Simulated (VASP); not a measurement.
# PtS2 in VASP: single point with PBE+D3(BJ)

Aim: the single point of PtS2 with PBE+D3(BJ).

Program: VASP 6.6.1. These are calculated values, not measurements. Logs are shortened: lines on timing, memory, paths and dates and some standing lists are left out, and cuts for length are marked.

## Step 1: The cell of the first run

The cell holds a slab with vacuum, 6 atoms: a = 3.542 Å, b = 3.542 Å, c = 22.467 Å, α = 90.00°, β = 90.00°, γ = 120.00°.

## Step 2: Single point, PBE+D3(BJ)

INCAR

```
SYSTEM = PtS2
PREC     = Accurate       ! precision mode
ENCUT    = 520            ! plane-wave cutoff, eV
EDIFF    = 1E-6           ! SCF threshold, eV
ISMEAR   = 0              ! smearing method
SIGMA    = 0.05           ! smearing width, eV
LREAL    = .FALSE.        ! projectors in reciprocal space
LASPH    = .TRUE.         ! aspherical terms in the spheres
NELM     = 100            ! most SCF steps
ALGO     = Normal         ! electronic algorithm
ISIF     = 2              ! what is computed and relaxed
LWAVE    = .FALSE.        ! write WAVECAR
LCHARG   = .FALSE.        ! write CHGCAR
LDIPOL   = .TRUE.       
IDIPOL   = 3            
DIPOL    = 0.5 0.5 0.396
GGA      = PE             ! functional
IVDW     = 12             ! dispersion correction
NBANDS   = 31             ! bands
```

KPOINTS

```
regular mesh
0
G
  9 9 1
  0 0 0
```

POSCAR

```
PtS2
1.0
    3.5415277692      0.0000000000      0.0000000000
   -1.7707638846      3.0670530163      0.0000000000
    0.0000000000      0.0000000000     22.4670602589
S Pt
4 2
Direct
    0.6666666667      0.3333333333      0.2002932270
    0.3333333333      0.6666666667      0.3108341745
    0.8333333333      1.0000000000      0.4817510615
    0.5000000000      1.3333333333      0.5922920091
    0.0000000000      0.0000000000      0.2555637007
    0.1666666667      0.6666666667      0.5370215353
```

Potentials or basis: VASP PAW PBE potentials, release 64 (S, Pt).

On the command line:

```bash
$ cat potpaw_PBE.64/S/POTCAR potpaw_PBE.64/Pt/POTCAR > POTCAR
$ mpirun -np 1 vasp_std > vasp.out
```

OUTCAR:

```text
SYSTEM = PtS2
   PREC = Accurate
   ENCUT = 520
   EDIFF = 1E-6
   ISMEAR = 0
   LREAL = .FALSE.
   LASPH = .TRUE.
   NELM = 100
   ISIF = 2
   GGA = PE
   IVDW = 12
 IVDW          = 12

 ion  position               nearest neighbor table
   1  0.667  0.333  0.200-   5 2.39   5 2.39   5 2.39
   2  0.333  0.667  0.311-   5 2.39   5 2.39   5 2.39
   3  0.833  0.000  0.482-   6 2.39   6 2.39   6 2.39
   4  0.500  0.333  0.592-   6 2.39   6 2.39   6 2.39
   5  0.000  0.000  0.256-   1 2.39   1 2.39   1 2.39   2 2.39   2 2.39   2 2.39
   6  0.167  0.667  0.537-   4 2.39   3 2.39   3 2.39   4 2.39   3 2.39   4 2.39

  LATTYP: Found a hexagonal cell.
 ALAT       =     3.5415277692
 C/A-ratio  =     6.3438893390

  Lattice vectors:

 A1 = (   3.5415277692,   0.0000000000,   0.0000000000)
 A2 = (  -1.7707638846,   3.0670530163,   0.0000000000)
 A3 = (   0.0000000000,   0.0000000000,  22.4670602589)

Analysis of symmetry for initial positions (statically):
=====================================================================
 Subroutine PRICEL returns:
 Original cell was already a primitive cell.

 Routine SETGRP: Setting up the symmetry group for a
 hexagonal supercell.

 Subroutine GETGRP returns: Found  2 space group operations
 (whereof  1 operations were pure point group operations)
 out of a pool of 24 trial point group operations.

The static configuration has the point symmetry C_1 .
 The point group associated with its full space group is S_2 .

Analysis of symmetry for dynamics (positions and initial velocities):
=====================================================================
 Subroutine PRICEL returns:
 Original cell was already a primitive cell.

 Routine SETGRP: Setting up the symmetry group for a
 hexagonal supercell.

 Subroutine GETGRP returns: Found  2 space group operations
 (whereof  1 operations were pure point group operations)
 out of a pool of 24 trial point group operations.

The dynamic configuration has the point symmetry C_1 .
 The point group associated with its full space group is S_2 .

 Subroutine INISYM returns: Found  2 space group operations
 (whereof  1 operations are pure point group operations),
 and found     1 'primitive' translations

----------------------------------------------------------------------------------------

                                     Primitive cell

  volume of cell :     244.0384

  direct lattice vectors                    reciprocal lattice vectors
     3.541527769  0.000000000  0.000000000     0.282364015  0.163022940  0.000000000
    -1.770763885  3.067053016  0.000000000     0.000000000  0.326045880  0.000000000
     0.000000000  0.000000000 22.467060259     0.000000000  0.000000000  0.044509606

  length of vectors
     3.541527769  3.541527769 22.467060259     0.326045880  0.326045880  0.044509606

  position of ions in fractional coordinates (direct lattice)
     0.666666667  0.333333333  0.200293227
     0.333333333  0.666666667  0.310834175
     0.833333333  0.000000000  0.481751061
     0.500000000  0.333333333  0.592292009
     0.000000000  0.000000000  0.255563701
     0.166666667  0.666666667  0.537021535

  ion indices of the primitive-cell ions
   primitive index   ion index
                 1           1
                 2           2
                 3           3
                 4           4
                 5           5
                 6           6

----------------------------------------------------------------------------------------

 KPOINTS: regular mesh

Automatic generation of k-mesh.
 Grid dimensions read from file:
 generate k-points for:    9    9    1

 Generating k-lattice:

  Cartesian coordinates                     Fractional coordinates (reciprocal lattice)
     0.031373779  0.018113660  0.000000000     0.111111111  0.000000000  0.000000000
     0.000000000  0.036227320  0.000000000     0.000000000  0.111111111  0.000000000
     0.000000000  0.000000000  0.044509606     0.000000000  0.000000000  1.000000000

  Length of vectors
     0.036227320  0.036227320  0.044509606

  Shift w.r.t. Gamma in fractional coordinates (k-lattice)
     0.000000000  0.000000000  0.000000000

 Subroutine IBZKPT returns following result:
 ===========================================

 Found     41 irreducible k-points:

 Following reciprocal coordinates:
            Coordinates               Weight
  0.000000  0.000000  0.000000      1.000000
  0.111111 -0.000000  0.000000      2.000000
  0.000000  0.111111  0.000000      2.000000
 -0.111111  0.111111  0.000000      2.000000
  0.222222 -0.000000  0.000000      2.000000
  0.000000  0.222222  0.000000      2.000000
[... 16 lines left out ...]
  0.333333  0.111111  0.000000      2.000000
 -0.111111  0.444444  0.000000      2.000000
 [... further k-points ...]
   k-points           NKPTS =     41   k-points in BZ     NKDIM =     41   number of bands    NBANDS=     31
   number of dos      NEDOS =    301   number of ions     NIONS =      6
   total plane-waves  NPLWV = 131712
   dimension x,y,z NGX =    28 NGY =   28 NGZ =  168
   dimension x,y,z NGXF=    56 NGYF=   56 NGZF=  336
   ions per type =               4   2
   NGX,Y,Z   is equivalent  to a cutoff of  13.14, 13.14, 12.43 a.u.
   NGXF,Y,Z  is equivalent  to a cutoff of  26.29, 26.29, 24.86 a.u.
 SYSTEM =  PtS2
   PREC   = accura    normal or accurate (medium, high low for compatibility)
   ISTART =      0    job   : 0-new  1-cont  2-samecut
   ICHARG =      2    charge: 1-file 2-atom 10-const
   ISPIN  =      1    spin polarized calculation?
   LNONCOLLINEAR =      F non collinear calculations
   LSORBIT =      F    spin-orbit coupling
   LASPH  =      T    aspherical Exc in radial PAW
   ENCUT  =  520.0 eV  38.22 Ry    6.18 a.u.   6.58  6.58 41.77*2*pi/ulx,y,z
   NELM   =    100;   NELMIN=  2; NELMDL= -5     # of ELM steps
   EDIFF  = 0.1E-05   stopping-criterion for ELM
   LREAL  =      F    real-space projection
   EDIFFG = 0.1E-04   stopping-criterion for IOM
   NSW    =      0    number of steps for IOM
   IBRION =     -1    ionic relax: 0-MD 1-quasi-New 2-CG
   NFREE  =      0    steps in history (QN), initial steepest desc. (CG)
   ISIF   =      2    stress and relaxation
   ISYM   =      2    0-nonsym 1-usesym 2-fastsym
   POTIM  = 0.5000    time-step for ionic-motion
   TEBEG  =    0.0;   TEEND  =   0.0 temperature during run
   PSTRESS=    0.0 pullay stress
   NELECT =      44.0000    total number of electrons
   NUPDOWN=      -1.0000    fix difference up-down
   EMIN   =  10.00;   EMAX   =-10.00  energy-range for DOS
   EFERMI =   0.00;   METHOD = LEGACY
   ISMEAR =     0;   SIGMA  =   0.05  broadening in eV -4-tet -1-fermi 0-gaus
   EFERMI_NEDOS =   21; number of points for ismear=-14 and -15
   IALGO  =     38    algorithm
   IMIX   =      4    mixing-type and parameters
     AMIX     =   0.40;   BMIX     =  1.00
     AMIX_MAG =   1.60;   BMIX_MAG =  1.00
  volume/ion in A,a.u.               =      40.67       274.48
  Fermi-wavevector in a.u.,A,eV,Ry     =   0.924854  1.747720 11.637800  0.855354
  Thomas-Fermi vector in A             =   2.050645
   LORBIT       =      0    0 simple, 1 ext, 2 COOP (PROOUT), +10 PAW based schemes
   GGA     = PE    functional components
   LHFCALC =     F    Hartree Fock is set to
   AEXX    =    0.0000 exact exchange contribution
   IVDW    =    12    specifies the selected vdW correction
   LEPSILON=     F    determine dielectric tensor
   LRPA    =     F    only Hartree local field effects (RPA)
 non-spin polarized calculation
 Gauss-broadening in eV      SIGMA  =   0.05
  energy-cutoff  :      520.00
  volume of cell :      244.04
 maximum number of plane-waves:      6671
   NGX = 13   NGY = 13   NGZ = 83

 dipolmoment           0.000000      0.000000      0.000002 electrons x Angstroem

 number of electron      44.0000000 magnetization

 dipolmoment           0.000000      0.000000     -0.000001 electrons x Angstroem

 Free energy of the ion-electron system (eV)
  ---------------------------------------------------
  ext. energy  EPLUGINS =         0.00000000
  ---------------------------------------------------
  free energy    TOTEN  =       -30.91031900 eV

  energy without entropy =      -30.91031900  energy(sigma->0) =      -30.91031900

 E-fermi :  -0.4801     XC(G=0):  -5.5002

 val. band max:       -0.7319394515   @ k =  -0.2222   0.1111   0.0000
 cond. band min:       0.8764772729   @ k =  -0.2222   0.2222   0.0000
 fundamental gap:      1.6084167243
 Fermi energy:        -0.4801180787

 k-point     1 :       0.0000    0.0000    0.0000
  band No.  band energies     occupation
      1     -14.8937      2.00000
      2     -14.8764      2.00000
      3     -12.7064      2.00000
      4     -12.6626      2.00000
      5      -6.3882      2.00000
      6      -6.3875      2.00000
[... 23 lines left out ...]
     30       5.3408      0.00000
     31       5.5307      0.00000

 k-point     2 :       0.1111   -0.0000    0.0000
  band No.  band energies     occupation
      1     -14.7393      2.00000
      2     -14.7221      2.00000
      3     -12.7363      2.00000
      4     -12.6968      2.00000
      5      -6.3864      2.00000
      6      -6.3702      2.00000
[... 23 lines left out ...]
     30       5.9814      0.00000
     31       5.9892      0.00000

 k-point     3 :       0.0000    0.1111    0.0000
  band No.  band energies     occupation
      1     -14.7394      2.00000
      2     -14.7221      2.00000
      3     -12.7364      2.00000
      4     -12.6967      2.00000
      5      -6.3862      2.00000
      6      -6.3700      2.00000
[... 703 lines left out ...]
     30       6.9518      0.00000
     31       7.3600      0.00000

 k-point    24 :      -0.1111    0.4444    0.0000
  band No.  band energies     occupation
      1     -13.4147      2.00000
      2     -13.4012      2.00000
      3     -12.9243      2.00000
      4     -12.9103      2.00000
      5      -6.7256      2.00000
      6      -6.7054      2.00000
[... 23 lines left out ...]
     30       6.9446      0.00000
     31       7.3246      0.00000

 [... further k-points ...]

------------------------ aborting loop because EDIFF is reached ----------------------------------------

 vacuum level on the upper side and lower side of the slab       (xc-potential included)        -0.174        -0.174

 Edisp (eV)   -1.83274

 E8    (eV) :    -0.7610

  FORCE on cell =-STRESS in cart. coord.  units (eV):
  Direction    XX          YY          ZZ          XY          YZ          ZX
  --------------------------------------------------------------------------------------
  -------------------------------------------------------------------------------------
  Total      -0.50801    -0.50166    -0.84990     0.00660     0.01248     0.02367
  in kB      -3.33524    -3.29351    -5.57981     0.04336     0.08195     0.15538
  external pressure =       -4.07 kB  Pullay stress =        0.00 kB

 VOLUME and BASIS-vectors are now :
 -----------------------------------------------------------------------------
  energy-cutoff  :      520.00
  volume of cell :      244.04
      direct lattice vectors                 reciprocal lattice vectors
     3.541527769  0.000000000  0.000000000     0.282364015  0.163022940  0.000000000
    -1.770763885  3.067053016  0.000000000     0.000000000  0.326045880  0.000000000
     0.000000000  0.000000000 22.467060259     0.000000000  0.000000000  0.044509606

 POSITION                                       TOTAL-FORCE (eV/Angst)
 -----------------------------------------------------------------------------------
      1.77076      1.02235      4.50000        -0.001331     -0.001572      0.043571
     -0.00000      2.04470      6.98353        -0.002566     -0.003149      0.022269
      2.95127      0.00000     10.82353         0.002566      0.003149     -0.022269
      1.18051      1.02235     13.30706         0.001331      0.001572     -0.043571
      0.00000      0.00000      5.74177        -0.000257      0.002038      0.049849
     -0.59025      2.04470     12.06530         0.000257     -0.002038     -0.049849
 -----------------------------------------------------------------------------------
    total drift:                                0.000003      0.000003     -0.000037

  FREE ENERGIE OF THE ION-ELECTRON SYSTEM (eV)
  ---------------------------------------------------
  free  energy   TOTEN  =       -32.7430616781 eV

  energy  without entropy=      -32.7430616781  energy(sigma->0) =      -32.74306168

 vacuum level on the upper side and lower side of the slab         5.310         5.310
```

It took 4.8 min on 1 thread of Intel Xeon 6975P-C (Granite Rapids), shared host; peak memory 0.51 GiB.

Results:

```
Free energy                : -32.7431 eV
Largest force              : 0.050 eV/Å
Band gap on the k mesh     : 1.61 eV, indirect (least direct gap 1.69 eV)
Dispersion energy per atom : -0.305 eV
```

Forces on the atoms (eV/Å):
```
S   -0.001 -0.002  0.044
S   -0.003 -0.003  0.022
S    0.003  0.003 -0.022
S    0.001  0.002 -0.044
Pt   0.000  0.002  0.050
Pt   0.000 -0.002 -0.050
```

Caveat: spin-orbit coupling is left out, which moves the levels of the heavy elements.
